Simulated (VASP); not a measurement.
Write the native input for VASP 6.6.1 that does the following.

| Property | Result |
| --- | --- |
| Task | single point |
| Functional | LDA |
| Potentials or basis | VASP PAW LDA potentials, release 64 (Si) |
| Cutoff | 520 eV |
| k mesh | 14 × 14 × 14 |
| Occupations | gaussian, width 0.15 eV |
| Spin | no spin polarisation |
| Dipole correction | no |
| Further INCAR settings | ALGO = Normal; EDIFF = 1e-06; NBANDS = 16 |

The structure of Si lies in POSCAR:

```
Si
1.0
    0.2007507832      2.6473542551      4.5885893296
    2.6327595154      0.0000000000      4.6949897116
    2.4320087322      2.6473542551      0.1064003820
Si
4
Direct
    0.7297169282      0.2702830718      0.7297169282
    0.2702830718      0.7297169282      0.2702830718
    0.7744251954      0.7744251954      0.2255748046
    0.2255748046      0.2255748046      0.7744251954
```

This cell differs from its parent crystal: strain +0.0875 x Voigt [0, 0, 0, 0, 1, 0].

One way to write it, as run:

INCAR

```
SYSTEM = Si
PREC = Accurate ; ENCUT = 520
EDIFF = 1E-6 ; ISMEAR = 0
SIGMA = 0.15 ; LREAL = .FALSE.
LASPH = .TRUE. ; NELM = 100
ALGO = Normal ; ISIF = 2
LWAVE = .FALSE. ; LCHARG = .TRUE.
GGA = CA ; LELF = .TRUE.
LVHAR = .TRUE. ; NBANDS = 16
```

KPOINTS

```
regular mesh
0
G
  14 14 14
  0 0 0
```

Potentials or basis: VASP PAW LDA potentials, release 64 (Si).

The run is started by

```sh
$ cat potpaw_LDA.64/Si/POTCAR > POTCAR
$ mpirun -np 1 vasp_std > vasp.out
```

It gave:

```json
{
 "Pressure": "0.1 GPa",
 "Largest force": "0.036 eV/Å",
 "Band gap on the k mesh": "zero (bands 8 and 9 overlap by 4.07 eV)"
}
```

Caveat: the cell differs from its parent crystal (strain +0.0875 x Voigt [0, 0, 0, 0, 1, 0]).

Run time: 4.1 min on 1 thread of Intel(R) Xeon(R) 6975P-C (Granite Rapids), on a shared host, peak memory 0.55 GiB.
